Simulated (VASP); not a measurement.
Write the native input for VASP 6.6.1 that does the following.

| Item | Value |
| --- | --- |
| Task | relaxation of cell and atoms |
| Functional | r2SCAN |
| Potentials or basis | VASP PAW PBE potentials, release 64 (Al, Ru_pv) |
| Cutoff | 600 eV |
| k mesh | 14 × 14 × 14 |
| Occupations | gaussian, width 0.1 eV |
| Spin | no spin polarisation |
| Dipole correction | no |
| Further INCAR settings | ALGO = Normal; EDIFF = 1e-06; IBRION = 2; EDIFFG = -0.005; NSW = 100; ISIF = 3 |

AlRu:

```xyz
2
Lattice="2.9916 0.0000 0.0000 0.0000 2.9916 0.0000 0.0000 0.0000 2.9916" Properties=species:S:1:pos:R:3 pbc="T T T"
Al    0.0000    0.0000    0.0000
Ru    1.4958    1.4958    1.4958
```

The input as run:

POSCAR

```
AlRu
1.0
    2.9916000000      0.0000000000      0.0000000000
    0.0000000000      2.9916000000      0.0000000000
    0.0000000000      0.0000000000      2.9916000000
Al Ru
1 1
Direct
    0.0000000000      0.0000000000      0.0000000000
    0.5000000000      0.5000000000      0.5000000000
```

INCAR.step1

```
  PREC = Accurate
  ENCUT = 600
  ISMEAR = 0
  SIGMA = 0.1
  LREAL = False
  LASPH = True
  NELM = 100
  GGA = PE
  ALGO = Normal
  EDIFF = 1E-4
  LWAVE = True
  LCHARG = False
```

INCAR.step2

```
  PREC = Accurate
  ENCUT = 600
  EDIFF = 1E-6
  ISMEAR = 0
  SIGMA = 0.1
  LREAL = False
  LASPH = True
  NELM = 100
  ALGO = Normal
  ISIF = 3
  LWAVE = False
  LCHARG = False
  METAGGA = R2SCAN
  LMIXTAU = True
  IBRION = 2
  NSW = 100
  EDIFFG = -0.005
  ISTART = 1
```

KPOINTS

```
regular mesh
0
Gamma
  14 14 14
```

Potentials or basis: VASP PAW PBE potentials, release 64 (Al, Ru_pv).

Run with:

```bash
$ cat potpaw_PBE.64/Al/POTCAR potpaw_PBE.64/Ru_pv/POTCAR > POTCAR
$ cp INCAR.step1 INCAR
$ mpirun -np 1 vasp_std > vasp.out
$ cp INCAR.step2 INCAR
$ mpirun -np 1 vasp_std > vasp.out
```

Results of the run:

```yaml
Relaxed_volume: 13.28 Å³/atom
Relaxed_cell: a = 2.983 Å, b = 2.983 Å, c = 2.983 Å, α = 90.00°, β = 90.00°, γ = 90.00°
Space_group_after_relaxing_to_0.05_Å: Pm-3m (No. 221)
Energy_gained_by_relaxing: 0.6 meV/atom
Ionic_steps: 3
Pressure_after_relaxing: 0.0 GPa
```

Caveat: the PAW data sets were made with another functional, which shifts forces and pressure a little.

Wall time 86 s on 1 thread of Intel(R) Xeon(R) 6975P-C (Granite Rapids), with other jobs on the host, peak memory 0.19 GiB.
